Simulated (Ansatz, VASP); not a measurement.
**AlGaN2: VASP beside Ansatz**

The input POSCAR:

```
AlGaN2
1.0
    3.1385264203      0.0000000000      0.0000000000
    0.0000000000      3.1385264203      0.0000000000
    0.0000000000      0.0000000000      4.6876981322
Al Ga N
1 1 2
Direct
    0.5000000000      0.5000000000      0.5000000000
    0.0000000000      0.0000000000      0.0000000000
    0.5000000000      0.0000000000      0.7398385191
    0.0000000000      0.5000000000      0.2601614809
```

File INCAR.step1:

```
SYSTEM = AlGaN2
PREC = Accurate
ENCUT = 520
ISMEAR = 0
SIGMA = 0.02
LREAL = .FALSE.
LASPH = .TRUE.
NELM = 60
NBANDS = 21
GGA = PE
ALGO = Normal
EDIFF = 1E-4
LWAVE = .TRUE.
LCHARG = .FALSE.
```

INCAR.step2

```
SYSTEM = AlGaN2
PREC = Accurate
ENCUT = 520
EDIFF = 1E-6
ISMEAR = 0
SIGMA = 0.02
LREAL = .FALSE.
LASPH = .TRUE.
NELM = 60
ALGO = Normal
ISIF = 2
LWAVE = .FALSE.
LCHARG = .FALSE.
METAGGA = R2SCAN
LMIXTAU = .TRUE.
NBANDS = 21
ISTART = 1
```

KPOINTS

```
regular mesh
0
G
  8 8 6
  0 0 0
```

Input for Ansatz:

```yaml
crystal:
  lattice:
    - [3.1385264203, 0.0, 0.0]
    - [0.0, 3.1385264203, 0.0]
    - [0.0, 0.0, 4.6876981322]
  atoms:
    - { symbol: Al, position: [0.5, 0.5, 0.5] }
    - { symbol: Ga, position: [0.0, 0.0, 0.0] }
    - { symbol: "N", position: [0.5, 0.0, 0.7398385191] }
    - { symbol: "N", position: [0.0, 0.5, 0.2601614809] }
basis:
  ecutwfc: 500
kpoints:
  mp_grid: { grid: [8, 8, 6] }
  band_path: { path: [VBM, CBM], npoints: 2 }
hamiltonian:
  xc: r2scan
scf:
  occupations: { method: gaussian, width: 0.02 }
output:
  forces: true
  stress: true
  eigenvalues: true
checkpoint:
  read: start.run
  write: ck
  compress: false
  write_wavefunctions: false
  write_every: 100000
```

Alike in both runs: task single point; functional r2SCAN; k mesh 8 × 8 × 6; occupations gaussian, width 0.02 eV; no spin polarisation.

```csv
,VASP,Ansatz
version,VASP 6.6.1,Ansatz 0.2.0
potentials or method,"VASP PAW PBE potentials, release 64 (Al, Ga_d, N), cutoff 520 eV","scalar-relativistic, plane waves, PAW"
valence electrons in the cell,26,26
```

Ansatz gave:

| Property | Result |
| --- | --- |
| gap on the k mesh at the Fermi level (eV) | 2.82 |
| least direct gap on the mesh (eV) | 2.82 |
| pressure (GPa) | -10.7 |
| traceless stress, the component that is largest in VASP (GPa) | -6.19 |
| rms of the force components (eV/Å) | 0.000 |

**Question.** What did VASP give for the same quantities?

**Answer.** gap on the k mesh at the Fermi level (eV): 2.83; least direct gap on the mesh (eV): 2.83; pressure (GPa): -10.4; traceless stress, the component that is largest in VASP (GPa): -6.12; rms of the force components (eV/Å): 0.035.

VASP's potentials were made for PBE, not for r2SCAN. Atom by atom the forces differ by 0.035 eV/Å (rms over components). The functional is the same, so the differences come from potentials, cutoffs and numerics.
